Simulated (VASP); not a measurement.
Write the native input for VASP 6.6.1 that does the following.

```yaml
Task: single point
Functional: PBE-based screened hybrid
Potentials_or_basis: VASP PAW PBE potentials, release 64 (Pb_d, Te)
Cutoff: 520 eV
k_mesh: 4 × 4 × 4
Occupations: gaussian, width 0.01 eV
Spin: no spin polarisation
Dipole_correction: no
Grid_for_exact_exchange_PRECFOCK: Normal
Share_of_exact_exchange: 0.15
Further_INCAR_settings: ALGO = Normal; EDIFF = 1e-07; NBANDS = 17
Screening_parameter: 0.3 1/Å
```

TePb:

```
Pb Te
1.0
     0.00000    3.64149    3.64149
     3.64149    0.00000    3.64149
     3.64149    3.64149    0.00000
Pb Te
1 1
Direct
  0.00000 0.00000 0.00000
  0.25000 0.25000 0.25000
```

One way to write it, as run:

POSCAR

```
TePb
1.0
    0.0000000000      3.6414940692      3.6414940692
    3.6414940692      0.0000000000      3.6414940692
    3.6414940692      3.6414940692      0.0000000000
Pb Te
1 1
Direct
    0.0000000000      0.0000000000      0.0000000000
    0.2500000000      0.2500000000      0.2500000000
```

INCAR.step1

```
SYSTEM = TePb
PREC = Accurate
ENCUT = 520
EDIFF = 1E-5
ISMEAR = 0
SIGMA = 0.01
LREAL = .False.
LASPH = .True.
NELM = 60
ALGO = Normal
ISIF = 2
LWAVE = .True.
LCHARG = .False.
NBANDS = 17
GGA = PE
```

INCAR.step2

```
SYSTEM = TePb
PREC = Accurate
ENCUT = 520
EDIFF = 1E-7
ISMEAR = 0
SIGMA = 0.01
LREAL = .False.
LASPH = .True.
NELM = 60
ALGO = Normal
ISIF = 2
LWAVE = .False.
LCHARG = .False.
GGA = PE
LHFCALC = .True.
AEXX = 0.15
HFSCREEN = 0.3
PRECFOCK = Normal
NBANDS = 17
ISTART = 1
```

KPOINTS

```
regular mesh
0
Gamma
  4 4 4
  0 0 0
```

Potentials or basis: VASP PAW PBE potentials, release 64 (Pb_d, Te).

Run with:

```bash
$ cat potpaw_PBE.64/Pb_d/POTCAR potpaw_PBE.64/Te/POTCAR > POTCAR
$ cp INCAR.step1 INCAR
$ mpirun -np 1 vasp_std > vasp.out
$ cp INCAR.step2 INCAR
$ mpirun -np 1 vasp_std > vasp.out
```

Results of the run:

```json
{
  "Pressure": "0.1 GPa",
  "Band gap on the k mesh": "0.73 eV, indirect (least direct gap 1.36 eV)"
}
```

Caveat: the PAW data sets were made with another functional, which shifts forces and pressure a little; spin-orbit coupling is left out, which moves the levels of the heavy elements.

Run time: 23 min on 1 thread of Intel(R) Xeon(R) Platinum 8375C CPU @ 2.90GHz (Ice Lake) (shared host), peak memory 0.36 GiB.
